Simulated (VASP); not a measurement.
A run of VASP 6.6.1 is set up as follows.

INCAR

```
PREC = Accurate
ENCUT = 520
EDIFF = 1E-6
ISMEAR = 0
SIGMA = 0.1
LREAL = False
LASPH = True
NELM = 60
ALGO = Normal
ISIF = 2
LWAVE = False
LCHARG = True
GGA = PE
LELF = True
LVHAR = True
NBANDS = 21
```

File KPOINTS:

```
Automatic mesh
0
Gamma
  12 12 1
```

File POSCAR:

```
SiC2
1.0
    2.0843654100      0.0000000000      0.0000000000
   -1.0421827000      1.8051134000      0.0000000000
    0.0000000000      0.0000000000     21.7005186200
Si C
2 4
Direct
    0.6666666700      0.3333333300      0.8333333300
    0.6666666700      0.3333333300      0.1666666700
    0.3333333300      0.6666666700      0.8333333300
    0.3333333300      0.6666666700      0.1666666700
    0.3333333300      0.6666666700      0.5000000000
    0.6666666700      0.3333333300      0.5000000000
```

Potentials or basis: VASP PAW PBE potentials, release 64 (Si, C).

The run is started by

```sh
$ cat potpaw_PBE.64/Si/POTCAR potpaw_PBE.64/C/POTCAR > POTCAR
$ mpirun -np 1 vasp_std > vasp.out
```

Q: Estimate the pressure.

A: 338.4 GPa.

Q: Predict the band gap on the k mesh.

A: Zero (band 12 reaches 4.27 eV, above the bottom of band 13 at 4.19 eV).

Stress tensor (GPa, compression positive):
```
507.68   0.00   0.00
  0.00 507.68   0.00
  0.00   0.00  -0.14
```
